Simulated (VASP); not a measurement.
## Si: single point with PBE+D3(BJ)

Crystal: Si.

```
Si
1.0
     0.00000    2.71048    2.71048
     2.71048    0.00000    2.71048
     2.71048    2.71048    0.00000
Si
2
Cartesian
  4.0657 4.0657 4.0657
  2.7105 2.7105 2.7105
```

| Property | Result |
| --- | --- |
| Program | VASP 6.6.1 |
| Task | single point |
| Functional | PBE |
| Dispersion | D3(BJ) |
| Potentials or basis | VASP PAW PBE potentials, release 64 (Si) |
| Cutoff | 520 eV |
| k mesh | 10 × 10 × 10 |
| Occupations | gaussian, width 0.02 eV |
| Spin | no spin polarisation |

| Property | Result |
| --- | --- |
| Pressure | -0.1 GPa |
| Band gap on the k mesh | 0.57 eV (least direct gap 2.57 eV) |
| Dispersion energy per atom | -0.316 eV |

Levels at points of the mesh, in eV from the valence-band top:
```csv
k point,band 2,band 3,band 4,band 5,band 6,band 7
"(0.00, 0.00, 0.00)",0.00,0.00,0.00,2.57,2.57,2.57
"(0.50, 0.00, 0.00)",-6.99,-1.20,-1.20,1.56,3.34,3.34
"(0.50, 0.50, 0.00)",-7.83,-2.86,-2.86,0.70,0.70,10.16
```

Wall time 24 s on 1 thread of Intel(R) Xeon(R) Platinum 8488C (Sapphire Rapids), on a shared host, peak memory 0.17 GiB.

A k mesh can miss the band edges.
